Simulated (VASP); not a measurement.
A run of VASP 6.6.1 is set up as follows.

INCAR

```
SYSTEM = Ti14Si
PREC     = Accurate       ! precision mode
ENCUT    = 520            ! plane-wave cutoff, eV
EDIFF    = 1E-6           ! SCF threshold, eV
ISMEAR   = 0              ! smearing method
SIGMA    = 0.1            ! smearing width, eV
LREAL    = Auto         
LASPH    = .TRUE.         ! aspherical terms in the spheres
NELM     = 80             ! most SCF steps
ALGO     = Normal         ! electronic algorithm
ISIF     = 2              ! what is computed and relaxed
LWAVE    = .FALSE.        ! write WAVECAR
LCHARG   = .FALSE.        ! write CHGCAR
GGA      = PE             ! functional
NBANDS   = 99             ! bands
```

KPOINTS

```
Automatic mesh
0
Gamma
  4 4 4
  0.5 0.5 0.5
```

POSCAR

```
Ti14Si
1.0
   -4.1120350457     -4.1120350457     -4.1120350457
   -4.1120350457      4.1120350457      4.1120350457
    4.1120350457      4.1120350457     -4.1120350457
Si Ti
1 14
Direct
    0.5794675808      0.0000000000      0.4205324081
    0.2515192571      0.0000000000      0.7484807318
    0.7378912062      0.4772002131      0.7393089957
    0.7443098043      0.2531540924     -0.0109433649
    0.4800573142      0.2519935965      0.2353314087
    0.2640975789      0.2531540924      0.5088443986
    0.0166621878      0.2519935965      0.7719362711
   -0.0023504177      0.0000000000      0.0023504177
    0.7646685802      0.7480063924      0.5199426747
    0.4911557118      0.7468460181      0.7359026532
    0.5093361260      0.5125155736      0.0031794476
    0.2606909932      0.5227997758      0.2621087826
   -0.0031794476      0.4874844153      0.4906638629
    0.2280637177      0.7480063924     -0.0166621878
    0.0109434865      0.7468460181      0.2556904278
```

Potentials or basis: VASP PAW PBE potentials, release 64 (Si, Ti_sv).

The run is started by

```console
$ cat potpaw_PBE.64/Si/POTCAR potpaw_PBE.64/Ti_sv/POTCAR > POTCAR
$ mpirun -np 1 vasp_std > vasp.out
```

(1) Predict the band gap on the k mesh.

(2) Estimate the pressure.

(3) Predict the largest force.

## Answers

(1) zero (bands 86 and 87 overlap by 0.12 eV).

(2) -3.6 GPa.

(3) 1.001 eV/Å.
